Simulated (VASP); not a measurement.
Set up this calculation in VASP 6.6.1, as the native input.

```yaml
Task: single point
Functional: PBE
Potentials_or_basis: VASP PAW PBE potentials, release 64 (Zr_sv, Ta_pv, Zn)
Cutoff: 520 eV
k_mesh: 4 × 4 × 4
Occupations: gaussian, width 0.1 eV
Spin: no spin polarisation
Dipole_correction: no
Further_INCAR_settings: ALGO = Fast; EDIFF = 1e-06; NBANDS = 38
```

The structure of Zr3TaZn lies in POSCAR:

```
Zr3TaZn
1.0
    4.9069206362      0.0000000000      0.0000000000
    0.0000000000      4.9069206362      0.0000000000
    0.0000000000      0.0000000000      4.9069206362
Zr Ta Zn
3 1 1
Direct
    0.0000000000      0.5000000000      0.5000000000
    0.5000000000      0.0000000000      0.5000000000
    0.5000000000      0.5000000000      0.0000000000
    0.0000000000      0.0000000000      0.0000000000
    0.5000000000      0.5000000000      0.5000000000
```

The cell was built from a structure type or drawn by symmetry, and may not be a known phase.

One way to write it, as run:

INCAR

```
SYSTEM = Zr3TaZn
PREC     = Accurate       ! precision mode
ENCUT    = 520            ! plane-wave cutoff, eV
EDIFF    = 1E-6           ! SCF threshold, eV
ISMEAR   = 0              ! smearing method
SIGMA    = 0.1            ! smearing width, eV
LREAL    = .False.        ! projectors in reciprocal space
LASPH    = .True.         ! aspherical terms in the spheres
NELM     = 80             ! most SCF steps
ALGO     = Fast           ! electronic algorithm
ISIF     = 2              ! what is computed and relaxed
LWAVE    = .False.        ! write WAVECAR
LCHARG   = .False.        ! write CHGCAR
GGA      = PE             ! functional
NBANDS   = 38             ! bands
```

KPOINTS

```
regular mesh
0
Gamma
  4 4 4
  0 0 0
```

Potentials or basis: VASP PAW PBE potentials, release 64 (Zr_sv, Ta_pv, Zn).

Launch:

```bash
$ cat potpaw_PBE.64/Zr_sv/POTCAR potpaw_PBE.64/Ta_pv/POTCAR potpaw_PBE.64/Zn/POTCAR > POTCAR
$ mpirun -np 1 vasp_std > vasp.out
```

Results of the run:

| Item | Value |
| --- | --- |
| Pressure | 0.0 GPa |
| Band gap on the k mesh | zero (an odd number of electrons rules out a gap without spin polarisation) |

Caveat: spin-orbit coupling is left out, which moves the levels of the heavy elements.

It took 84 s on 1 thread of Intel(R) Xeon(R) Platinum 8259CL CPU @ 2.50GHz (Skylake/Cascade Lake), with other jobs on the host, peak memory 0.23 GiB.
